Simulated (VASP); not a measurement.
Input of a VASP 6.6.1 run:

File INCAR:

```
PREC = Accurate ; ENCUT = 520
EDIFF = 1E-8 ; ISMEAR = -1
SIGMA = 0.05 ; LREAL = False
LASPH = True ; NELM = 100
ALGO = Normal ; ISIF = 2
LWAVE = False ; LCHARG = False
GGA = CA ; LEFG = True
NBANDS = 16
```

The input KPOINTS:

```
Automatic mesh
0
Gamma
  8 8 8
```

The input POSCAR:

```
Te
1.0
    4.2341000000     -2.3712000000      0.0000000000
    4.2341000000      2.3712000000      0.0000000000
   -0.1304500000      0.0000000000      3.9573500000
Te
3
Direct
    0.6760000000      0.6760000000      0.6750000000
    0.3240000000      0.3240000000      0.3250000000
    0.0000000000      0.0000000000      0.0000000000
```

Potentials or basis: VASP PAW LDA potentials, release 64 (Te).

Launch:

```console
$ cat potpaw_LDA.64/Te/POTCAR > POTCAR
$ mpirun -np 1 vasp_std > vasp.out
```

Estimate the pressure.

4.8 GPa.

What does it give for the largest force?

0.461 eV/Å.

Estimate the band gap on the k mesh.

zero (bands 9 and 10 overlap by 3.43 eV).

Forces in eV/Å, atoms in the order of the input:
```
Te  -0.416  0.000 -0.199
Te   0.416  0.000  0.199
Te   0.000  0.000  0.000
```

Caveat: the cell stands under pressure; without QUAD_EFG the Cq values of the log hold for a quadrupole moment of 1 mb, not for the nuclei; spin-orbit coupling is left out, which moves the levels of the heavy elements.
